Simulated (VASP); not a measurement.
The system is InP.

```
CELL_PARAMETERS angstrom
0.00000 2.96000 2.96000
2.96000 0.00000 2.96000
2.96000 2.96000 0.00000
ATOMIC_POSITIONS crystal
In 0.00000 0.00000 0.00000
P 0.25000 0.25000 0.25000
```

- Program: VASP 6.6.1
- Task: relaxation of cell and atoms
- Functional: LDA
- Potentials or basis: VASP PAW LDA potentials, release 64 (In_d, P)
- Cutoff: 500 eV
- k mesh: 6 × 6 × 6
- Occupations: fermi-dirac, width 0.02 eV
- Spin: no spin polarisation

At the start: pressure -3.0 GPa; volume 25.93 Å³/atom.

Problem. Where does the relaxation end?

Solution. Over 3 steps the energy falls by 11.8 meV/atom and the volume is 24.74 Å³/atom (-4.6 %); space group F-43m (No. 216, to 0.1 Å) before and after.

The path:
```csv
step,energy change (eV),largest force (eV/Å),pressure (GPa),volume (Å³)
1,0.0000,0.0000,-3.04,51.87
2,-0.0167,0.0000,1.88,48.26
3,-0.0237,0.0000,-0.01,49.48
```

Final structure:
```
CELL_PARAMETERS angstrom
0.00000 2.91383 2.91383
2.91383 0.00000 2.91383
2.91383 2.91383 0.00000
ATOMIC_POSITIONS crystal
In 0.00000 0.00000 0.00000
P 0.25000 0.25000 0.25000
```
